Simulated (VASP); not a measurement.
# CsRb3 (I4/mmm) in VASP: single point with LDA

Aim: the single point of CsRb3 with LDA.

Everything below comes from runs of VASP 6.6.1. Logs are shortened: lines on timing, memory, paths and dates and some standing lists are left out, and cuts for length are marked.

## (1) The cell of the first run

Symmetry: I4/mmm, No. 139, tetragonal system. Conventional cell: a = 7.441 Å, b = 7.441 Å, c = 15.804 Å, α = 90.00°, β = 90.00°, γ = 90.00°.

## (2) Single point, LDA (strained)

File INCAR:

```
SYSTEM = CsRb3
  ALGO = Fast
  EDIFF = 1E-6
  ENCUT = 520
  ISIF = 2
  ISMEAR = 0
  LASPH = .TRUE.
  LCHARG = .FALSE.
  LREAL = .FALSE.
  LWAVE = .FALSE.
  NBANDS = 26
  NELM = 60
  PREC = Accurate
  SIGMA = 0.1
```

File KPOINTS:

```
k-points
0
G
  8 8 8
  0 0 0
```

File POSCAR:

```
CsRb3
1.0
   -3.7207337142      3.7207337142      7.9017681298
    3.7207337142     -3.7207337142      7.9017681298
    3.7207337142      3.7207337142     -7.9017681298
Cs Rb
1 3
Direct
    0.0000000000      0.0000000000      0.0000000000
    0.7500000000      0.2500000000      0.5000000000
    0.2500000000      0.7500000000      0.5000000000
    0.5000000000      0.5000000000      0.0000000000
```

Potentials or basis: VASP PAW LDA potentials, release 64 (Cs_sv, Rb_sv).

Started as:

```
$ cat potpaw_LDA.64/Cs_sv/POTCAR potpaw_LDA.64/Rb_sv/POTCAR > POTCAR
$ mpirun -np 1 vasp_std > vasp.out
```

OUTCAR:

```text
SYSTEM = CsRb3
   EDIFF = 1E-6
   ENCUT = 520
   ISIF = 2
   ISMEAR = 0
   LASPH = .TRUE.
   LREAL = .FALSE.
   NELM = 60
   PREC = Accurate

 ion  position               nearest neighbor table
   1  0.000  0.000  0.000-
   2  0.750  0.250  0.500-   3 5.26   3 5.26   3 5.26   3 5.26   4 5.43   4 5.43   4 5.43   4 5.43

   3  0.250  0.750  0.500-   2 5.26   2 5.26   2 5.26   2 5.26   4 5.43   4 5.43   4 5.43   4 5.43

   4  0.500  0.500  0.000-   3 5.43   2 5.43   2 5.43   3 5.43   2 5.43   3 5.43   3 5.43   2 5.43

  LATTYP: Found a body centered tetragonal cell.
 ALAT       =     7.4414674284
 C/A-ratio  =     2.1237123473

  Lattice vectors:

 A1 = (  -3.7207337142,   3.7207337142,   7.9017681298)
 A2 = (   3.7207337142,  -3.7207337142,   7.9017681298)
 A3 = (   3.7207337142,   3.7207337142,  -7.9017681298)

Analysis of symmetry for initial positions (statically):
=====================================================================
 Subroutine PRICEL returns:
 Original cell was already a primitive cell.

 Routine SETGRP: Setting up the symmetry group for a
 body centered tetragonal supercell.

 Subroutine GETGRP returns: Found 16 space group operations
 (whereof 16 operations were pure point group operations)
 out of a pool of 16 trial point group operations.

The static configuration has the point symmetry D_4h.

Analysis of symmetry for dynamics (positions and initial velocities):
=====================================================================
 Subroutine PRICEL returns:
 Original cell was already a primitive cell.

 Routine SETGRP: Setting up the symmetry group for a
 body centered tetragonal supercell.

 Subroutine GETGRP returns: Found 16 space group operations
 (whereof 16 operations were pure point group operations)
 out of a pool of 16 trial point group operations.

The dynamic configuration has the point symmetry D_4h.

 Subroutine INISYM returns: Found 16 space group operations
 (whereof 16 operations are pure point group operations),
 and found     1 'primitive' translations

----------------------------------------------------------------------------------------

                                     Primitive cell

  volume of cell :     437.5639

  direct lattice vectors                    reciprocal lattice vectors
    -3.720733714  3.720733714  7.901768130     0.000000000  0.134382097  0.063276977
     3.720733714 -3.720733714  7.901768130     0.134382097  0.000000000  0.063276977
     3.720733714  3.720733714 -7.901768130     0.134382097  0.134382097  0.000000000

  length of vectors
     9.493453445  9.493453445  9.493453445     0.148534588  0.148534588  0.190044985

  position of ions in fractional coordinates (direct lattice)
     0.000000000  0.000000000  0.000000000
     0.750000000  0.250000000  0.500000000
     0.250000000  0.750000000  0.500000000
     0.500000000  0.500000000  0.000000000

  ion indices of the primitive-cell ions
   primitive index   ion index
                 1           1
                 2           2
                 3           3
                 4           4

----------------------------------------------------------------------------------------

 KPOINTS: k-points

Automatic generation of k-mesh.
 Grid dimensions read from file:
 generate k-points for:    8    8    8

 Generating k-lattice:

  Cartesian coordinates                     Fractional coordinates (reciprocal lattice)
     0.000000000  0.016797762  0.007909622     0.125000000  0.000000000 -0.000000000
     0.016797762  0.000000000  0.007909622     0.000000000  0.125000000 -0.000000000
     0.016797762  0.016797762  0.000000000     0.000000000  0.000000000  0.125000000

  Length of vectors
     0.018566824  0.018566824  0.023755623

  Shift w.r.t. Gamma in fractional coordinates (k-lattice)
     0.000000000  0.000000000  0.000000000

 Subroutine IBZKPT returns following result:
 ===========================================

 Found     59 irreducible k-points:

 Following reciprocal coordinates:
            Coordinates               Weight
  0.000000  0.000000  0.000000      1.000000
  0.125000  0.000000 -0.000000      8.000000
  0.250000  0.000000 -0.000000      8.000000
  0.375000  0.000000  0.000000      8.000000
  0.500000  0.000000 -0.000000      4.000000
  0.125000  0.125000 -0.000000      8.000000
[... 16 lines left out ...]
  0.250000  0.125000  0.125000     16.000000
  0.375000  0.125000  0.125000      8.000000
 [... further k-points ...]
   k-points           NKPTS =     59   k-points in BZ     NKDIM =     59   number of bands    NBANDS=     26
   number of dos      NEDOS =    301   number of ions     NIONS =      4
   total plane-waves  NPLWV = 373248
   dimension x,y,z NGX =    72 NGY =   72 NGZ =   72
   dimension x,y,z NGXF=   144 NGYF=  144 NGZF=  144
   ions per type =               1   3
   NGX,Y,Z   is equivalent  to a cutoff of  12.61, 12.61, 12.61 a.u.
   NGXF,Y,Z  is equivalent  to a cutoff of  25.22, 25.22, 25.22 a.u.
 SYSTEM =  CsRb3
   PREC   = accura    normal or accurate (medium, high low for compatibility)
   ISTART =      0    job   : 0-new  1-cont  2-samecut
   ICHARG =      2    charge: 1-file 2-atom 10-const
   ISPIN  =      1    spin polarized calculation?
   LNONCOLLINEAR =      F non collinear calculations
   LSORBIT =      F    spin-orbit coupling
   LASPH  =      T    aspherical Exc in radial PAW
   ENCUT  =  520.0 eV  38.22 Ry    6.18 a.u.  17.65 17.65 17.65*2*pi/ulx,y,z
   NELM   =     60;   NELMIN=  2; NELMDL= -5     # of ELM steps
   EDIFF  = 0.1E-05   stopping-criterion for ELM
   LREAL  =      F    real-space projection
[... 7 lines left out ...]
   TEBEG  =    0.0;   TEEND  =   0.0 temperature during run
   PSTRESS=    0.0 pullay stress
   NELECT =      36.0000    total number of electrons
   NUPDOWN=      -1.0000    fix difference up-down
   EMIN   =  10.00;   EMAX   =-10.00  energy-range for DOS
   EFERMI =   0.00;   METHOD = LEGACY
   ISMEAR =     0;   SIGMA  =   0.10  broadening in eV -4-tet -1-fermi 0-gaus
   EFERMI_NEDOS =   21; number of points for ismear=-14 and -15
   IALGO  =     68    algorithm
   IMIX   =      4    mixing-type and parameters
     AMIX     =   0.40;   BMIX     =  1.00
     AMIX_MAG =   1.60;   BMIX_MAG =  1.00
  volume/ion in A,a.u.               =     109.39       738.21
  Fermi-wavevector in a.u.,A,eV,Ry     =   0.712025  1.345532  6.897874  0.506979
  Thomas-Fermi vector in A             =   1.799291
   LORBIT       =      0    0 simple, 1 ext, 2 COOP (PROOUT), +10 PAW based schemes
   GGA     = CA    functional components
   LHFCALC =     F    Hartree Fock is set to
   AEXX    =    0.0000 exact exchange contribution
   IVDW    =     0    specifies the selected vdW correction
   LEPSILON=     F    determine dielectric tensor
   LRPA    =     F    only Hartree local field effects (RPA)
 non-spin polarized calculation
 RMM-DIIS sequential band-by-band and
 Gauss-broadening in eV      SIGMA  =   0.10
  energy-cutoff  :      520.00
  volume of cell :      437.56
 maximum number of plane-waves:     11820
   NGX = 35   NGY = 35   NGZ = 35

 number of electron      35.9999999 magnetization

 Free energy of the ion-electron system (eV)
  ---------------------------------------------------
  ext. energy  EPLUGINS =         0.00000000
  ---------------------------------------------------
  free energy    TOTEN  =        -3.95334091 eV

  energy without entropy =       -3.93296937  energy(sigma->0) =       -3.94315514

 E-fermi :  -0.3145     XC(G=0):  -5.3392

 val. band max:       -0.3167128766   @ k =   0.2500   0.2500   0.1250
 cond. band min:      -0.3106601423   @ k =  -0.3750   0.5000   0.2500
 fundamental gap:      0.0060527343
 Fermi energy:        -0.3144500878

 k-point     1 :       0.0000    0.0000    0.0000
  band No.  band energies     occupation
      1     -29.1968      2.00000
      2     -29.1953      2.00000
      3     -29.1951      2.00000
      4     -24.1755      2.00000
      5     -13.3488      2.00000
      6     -13.3478      2.00000
[... 18 lines left out ...]
     25       1.3072      0.00000
     26       1.3309      0.00000

 k-point     2 :       0.1250    0.0000   -0.0000
  band No.  band energies     occupation
      1     -29.1967      2.00000
      2     -29.1953      2.00000
      3     -29.1951      2.00000
      4     -24.1755      2.00000
      5     -13.3493      2.00000
      6     -13.3471      2.00000
[... 18 lines left out ...]
     25       1.2354      0.00000
     26       1.3858      0.00000

 k-point     3 :       0.2500    0.0000   -0.0000
  band No.  band energies     occupation
      1     -29.1965      2.00000
      2     -29.1953      2.00000
      3     -29.1953      2.00000
      4     -24.1755      2.00000
      5     -13.3479      2.00000
      6     -13.3455      2.00000
[... 18 lines left out ...]
     25       1.4313      0.00000
     26       1.4458      0.00000

 k-point     4 :       0.3750    0.0000    0.0000
  band No.  band energies     occupation
      1     -29.1962      2.00000
      2     -29.1955      2.00000
      3     -29.1953      2.00000
      4     -24.1755      2.00000
      5     -13.3469      2.00000
      6     -13.3438      2.00000
[... 18 lines left out ...]
     25       1.4770      0.00000
     26       1.7713      0.00000
[... 496 lines left out ...]
      1     -29.1963      2.00000
      2     -29.1954      2.00000
      3     -29.1953      2.00000
      4     -24.1754      2.00000
      5     -13.3529      2.00000
      6     -13.3455      2.00000
[... 18 lines left out ...]
     25       1.8252      0.00000
     26       1.8653      0.00000

 k-point    23 :       0.2500    0.1250    0.1250
  band No.  band energies     occupation
      1     -29.1961      2.00000
      2     -29.1956      2.00000
      3     -29.1954      2.00000
      4     -24.1754      2.00000
      5     -13.3526      2.00000
      6     -13.3467      2.00000
[... 18 lines left out ...]
     25       1.6265      0.00000
     26       1.9042      0.00000

 k-point    24 :       0.3750    0.1250    0.1250
  band No.  band energies     occupation
      1     -29.1959      2.00000
      2     -29.1958      2.00000
      3     -29.1954      2.00000
      4     -24.1754      2.00000
      5     -13.3510      2.00000
      6     -13.3482      2.00000
[... 18 lines left out ...]
     25       1.6563      0.00000
     26       1.8940      0.00000

 [... further k-points ...]

------------------------ aborting loop because EDIFF is reached ----------------------------------------

  FORCE on cell =-STRESS in cart. coord.  units (eV):
  Direction    XX          YY          ZZ          XY          YZ          ZX
  --------------------------------------------------------------------------------------
  -------------------------------------------------------------------------------------
  Total       -1.4663456     -1.4663456     -1.5956946      0.0000000     -0.0000000     -0.0000000
  in kB       -5.3691491     -5.3691491     -5.8427714      0.0000000     -0.0000000     -0.0000000
  external PRESSURE =      -5.5270232 kB  Pullay stress =       0.0000000 kB

 VOLUME and BASIS-vectors are now :
 -----------------------------------------------------------------------------
  energy-cutoff  :      520.00
  volume of cell :      437.56
      direct lattice vectors                 reciprocal lattice vectors
    -3.720733714  3.720733714  7.901768130     0.000000000  0.134382097  0.063276977
     3.720733714 -3.720733714  7.901768130     0.134382097  0.000000000  0.063276977
     3.720733714  3.720733714 -7.901768130     0.134382097  0.134382097  0.000000000

 POSITION                                       TOTAL-FORCE (eV/Angst)
 -----------------------------------------------------------------------------------
      0.00000      0.00000      0.00000        -0.000000      0.000000      0.000000
     -0.00000      3.72073      3.95088        -0.000000      0.000000     -0.000000
      3.72073     -0.00000      3.95088         0.000000     -0.000000     -0.000000
      0.00000      0.00000      7.90177        -0.000000      0.000000      0.000000
 -----------------------------------------------------------------------------------
    total drift:                                0.000000      0.000000     -0.000000

  FREE ENERGIE OF THE ION-ELECTRON SYSTEM (eV)
  ---------------------------------------------------
  free  energy   TOTEN  =        -3.9533409147 eV

  energy  without entropy=       -3.9329693715  energy(sigma->0) =       -3.94315514
```

It took 20 min on 1 thread of Intel Xeon Platinum 8488C (Sapphire Rapids), shared host; peak memory 0.89 GiB.

What came out:

* Free energy: -3.9533 eV
* Pressure: -0.6 GPa
* Band gap on the k mesh: zero (bands 18 and 19 overlap by 0.99 eV)

Levels at points of the mesh, in eV from the Fermi level:
```
           k point  band 15  band 16  band 17  band 18  band 19  band 20  band 21  band 22
(0.00, 0.00, 0.00)   -10.66   -10.66    -1.75     0.43     0.94     1.08     1.31     1.31
(0.50, 0.00, 0.00)   -10.66   -10.66    -0.76    -0.76     0.40     0.50     1.36     1.38
(0.50, 0.50, 0.00)   -10.66   -10.66    -0.24    -0.19     0.00     0.17     0.67     0.71
(0.50, 0.50, 0.50)   -10.65   -10.65    -1.02    -1.02     0.53     0.75     1.41     1.41
```

Caveat: the cell differs from its parent crystal (strained); spin-orbit coupling is left out, which moves the levels of the heavy elements.
